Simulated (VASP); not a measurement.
**ScRu3: single point with PBEsol+U**

Crystal: ScRu3.

```
CELL_PARAMETERS angstrom
-1.91710 1.91710 4.03809
1.91710 -1.91710 4.03809
1.91710 1.91710 -4.03809
ATOMIC_POSITIONS crystal
Ru 0.50000 0.50000 0.00000
Ru 0.25000 0.75000 0.50000
Ru 0.75000 0.25000 0.50000
Sc 0.00000 0.00000 0.00000
```

```
Program                : VASP 6.6.1
Task                   : single point
Functional             : PBEsol
Potentials or basis    : VASP PAW PBE potentials, release 64 (Ru_sv, Sc_sv)
Cutoff                 : 600 eV
k mesh                 : 7 × 7 × 7
Occupations            : fermi-dirac, width 0.05 eV
Spin                   : no spin polarisation
Hubbard terms          : Ru d U = 4.0 eV, Sc d U = 4.0 eV
Dipole correction      : no
Further INCAR settings : ALGO = Normal; EDIFF = 1e-06; NBANDS = 38
```

* Pressure: 2.0 GPa
* Band gap on the k mesh: zero (an odd number of electrons rules out a gap without spin polarisation)

Stress tensor (GPa, compression positive):
```
1.80 0.00 0.00
0.00 1.80 0.00
0.00 0.00 2.40
```

Levels at points of the mesh, in eV from the Fermi level:
```tsv
k point	band 26	band 27	band 28	band 29	band 30	band 31	band 32	band 33
(0.00, 0.00, 0.00)	-1.72	-0.38	-0.30	-0.30	-0.26	1.13	2.63	3.13
```

Eigenvalues of the final occupation matrices:
```tsv
site	spin	trace	eigenvalues
site 1 d	1	2.75	0.44 0.44 0.49 0.68 0.70
site 1 d	2	2.75	0.44 0.44 0.49 0.68 0.70
site 2 d	1	2.73	0.51 0.53 0.55 0.57 0.57
site 2 d	2	2.73	0.51 0.53 0.55 0.57 0.57
site 3 d	1	2.73	0.51 0.53 0.55 0.57 0.57
site 3 d	2	2.73	0.51 0.53 0.55 0.57 0.57
site 4 d	1	0.49	0.07 0.09 0.10 0.10 0.12
site 4 d	2	0.49	0.07 0.09 0.10 0.10 0.12
```

Wall time 5.5 min on 1 thread of Intel(R) Xeon(R) Platinum 8375C CPU @ 2.90GHz (Ice Lake), on a shared host, peak memory 0.28 GiB.

Caveat: the PAW data sets were made with another functional, which shifts forces and pressure a little; U without spin polarisation on a metal has little footing; the U is typed as a test and isn't derived for this compound.
